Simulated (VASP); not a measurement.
Runs of VASP 6.6.1 on CaO. The structure is that of space group Fm-3m (No. 225), or close to it. The cells are those of the table. 

```csv
level,potentials or basis,cell,gap on the mesh (eV),pressure (GPa)
BLYP,"VASP PAW PBE potentials, release 64 (Ca_sv, O)","a = 3.421 Å, angles 60.0°, 2 atoms",3.73,(c)
LDA,"VASP PAW LDA potentials, release 64 (Ca_sv, O)","a = 3.372 Å, angles 60.0°, 2 atoms",(b),-3.7
BLYP,"VASP PAW PBE potentials, release 64 (Ca_sv, O)","a = 3.397 Å, angles 60.0°, 2 atoms",3.73,5.2
r2SCAN,"VASP PAW PBE potentials, release 64 (Ca_sv, O)","a = 3.463 Å, angles 60.0°, 2 atoms",(a),-5.7
PBE+D3(BJ),"VASP PAW PBE potentials, release 64 (Ca_sv, O)","a = 3.382 Å, angles 60.0°, 2 atoms",3.63,0.6
```

Alike in all rows: task single point; no spin polarisation; k mesh 8 × 8 × 8; cutoff (eV) 520; smearing gaussian 0.05 eV.

Task: Estimate the missing entries.

Result: (a) 4.19; (b) 3.45; (c) 2.8.

Caveats: the PAW data sets were made with another functional, which shifts forces and pressure a little (some runs).

A k mesh can miss the band edges.
